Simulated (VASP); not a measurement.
The system is Ir.

```xyz
2
Lattice="12.2385 0.0000 0.0000 0.0000 2.2334 0.0000 0.0000 0.0000 7.1930" Properties=species:S:1:pos:R:3 pbc="T T T"
Ir    3.0596    0.0000    1.1796
Ir    9.1788    0.0000    6.0134
```

Base run:

| Quantity | Value |
| --- | --- |
| Program | VASP 6.6.1 |
| Functional | PBEsol |
| Potentials or basis | VASP PAW PBE potentials, release 64 (Ir) |
| Cutoff | 520 eV |
| k mesh | 2 × 10 × 3 |
| Occupations | methfessel-paxton, width 0.1 eV |
| Spin | no spin polarisation |

Its results: band gap on the k mesh zero (band 9 reaches -1.07 eV, above the bottom of band 10 at -4.51 eV); pressure 0.7 GPa.

Q: The run is repeated on the same cell with these changes: k mesh from 2 × 10 × 3 to 1 × 5 × 2. What comes out?

A: Band gap on the k mesh zero (band 9 reaches -1.09 eV, above the bottom of band 10 at -4.70 eV); pressure -0.1 GPa.

Caveats: some runs use coarse meshes; the PAW data sets were made with another functional, which shifts forces and pressure a little; spin-orbit coupling is left out, which moves the levels of the heavy elements.
